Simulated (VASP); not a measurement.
Set up this calculation in VASP 6.6.1, as the native input.

| Quantity | Value |
| --- | --- |
| Task | single point |
| Functional | PBE |
| Potentials or basis | VASP PAW PBE potentials, release 64 (Cs_sv, I) |
| Cutoff | 500 eV |
| k mesh | 6 × 6 × 6 |
| Occupations | fermi-dirac, width 0.03 eV |
| Spin | no spin polarisation |
| Dipole correction | no |
| Further INCAR settings | ALGO = Normal; EDIFF = 1e-06; NBANDS = 15 |

The structure of CsI lies in POSCAR:

```
CsI
1.0
    3.5749959597      0.0000000000      0.0000000000
    0.0000000000      3.5749959597      0.0000000000
    0.0000000000      0.0000000000      3.5749959597
Cs I
1 1
Direct
    0.0000000000      0.0000000000      0.0000000000
    0.5000000000      0.5000000000      0.5000000000
```

This cell differs from its parent crystal: volume scaled by 0.45.

These files were run (other wordings do the same):

INCAR

```
PREC = Accurate ; ENCUT = 500
EDIFF = 1E-6 ; ISMEAR = -1
SIGMA = 0.03 ; LREAL = False
LASPH = True ; NELM = 120
ALGO = Normal ; ISIF = 2
LWAVE = False ; LCHARG = False
GGA = PE ; NBANDS = 15
GGA_COMPAT = False
```

KPOINTS

```
Automatic mesh
0
Gamma
  6 6 6
```

Potentials or basis: VASP PAW PBE potentials, release 64 (Cs_sv, I).

Command:

```sh
$ cat potpaw_PBE.64/Cs_sv/POTCAR potpaw_PBE.64/I/POTCAR > POTCAR
$ mpirun -np 1 vasp_std > vasp.out
```

It gave:

* Pressure: 58.8 GPa
* Band gap on the k mesh: 0.67 eV, direct

Caveat: spin-orbit coupling is left out, which moves the levels of the heavy elements.

Run time: 10 s on 1 thread of Intel(R) Xeon(R) 6975P-C (Granite Rapids), on a shared host, peak memory 0.15 GiB.
